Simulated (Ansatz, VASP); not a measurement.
**Two plane-wave programs on Sc2GaN3**

```
Sc Ga N
1.0
     4.25947    0.00000    0.00000
    -2.12974    3.68881    0.00000
     0.00000    0.00000    5.55966
Sc Ga N
2 1 3
Direct
  0.33333 0.66667 0.58499
  0.66667 0.33333 0.58499
  0.00000 0.00000 0.60652
  0.50000 0.00000 0.88385
  0.00000 0.50000 0.88385
  0.50000 0.50000 0.88385
```

Alike in both runs: task relaxation of cell and atoms; functional PBE; k mesh 6 × 6 × 4; occupations gaussian, width 0.1 eV; no spin polarisation.

```csv
,VASP,Ansatz
version,VASP 6.6.1,Ansatz 0.2.0
potentials or method,"VASP PAW PBE potentials, release 64 (Sc_sv, Ga_d, N), cutoff 600 eV","scalar-relativistic, plane waves, PAW"
valence electrons in the cell,50,50
```

Ansatz gave:

| Property | Result |
| --- | --- |
| gap on the k mesh at the Fermi level, each at its own relaxed structure (eV) | none |
| relaxed volume (Å³/atom) | 13.04 |
| relaxed cell length with the largest relative difference (Å) | 5.461 |

Task: Which values does VASP return?

Result: gap on the k mesh at the Fermi level, each at its own relaxed structure (eV): none; relaxed volume (Å³/atom): 12.91; relaxed cell length with the largest relative difference (Å): 5.421.

A gap of «none» marks a metal or a gap that the smearing closes.
